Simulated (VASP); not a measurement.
**MgO (l.b): single point with LDA**

Crystal: MgO (l.b).

```xyz
2
Lattice="0.0000 2.1100 2.1100 2.1100 0.0000 2.1100 2.1100 2.1100 0.0000" Properties=species:S:1:pos:R:3 pbc="T T T"
Mg    0.0000    0.0000    0.0000
O     2.1100    2.1100    2.1100
```

```
Program             : VASP 6.6.1
Task                : single point
Functional          : LDA
Potentials or basis : VASP PAW LDA potentials, release 64 (Mg, O)
Cutoff              : 600 eV
k mesh              : 8 × 8 × 8
Occupations         : gaussian, width 0.1 eV
Spin                : no spin polarisation
```

```json
{
  "Pressure": "-8.8 GPa",
  "Band gap on the k mesh": "4.60 eV, direct"
}
```

Levels at points of the mesh, in eV from the valence-band top:
| k point | band 1 | band 2 | band 3 | band 4 | band 5 | band 6 | band 7 | band 8 | band 9 |
| --- | --- | --- | --- | --- | --- | --- | --- | --- | --- |
| (0.00, 0.00, 0.00) | -16.97 | 0.00 | 0.00 | 0.00 | 4.60 | 15.50 | 15.50 | 15.50 | 19.51 |
| (0.50, 0.00, 0.00) | -15.64 | -4.67 | -0.66 | -0.66 | 7.70 | 12.34 | 15.94 | 15.94 | 20.48 |
| (0.50, 0.50, 0.00) | -15.37 | -4.13 | -1.36 | -1.36 | 8.89 | 9.64 | 12.83 | 18.55 | 18.55 |

Wall time 3.9 s on 1 thread of Intel Xeon 6975P-C, on a shared host, peak memory 0.13 GiB.

Expect the measured gap to be larger: semilocal functionals such as LDA lack the derivative discontinuity.
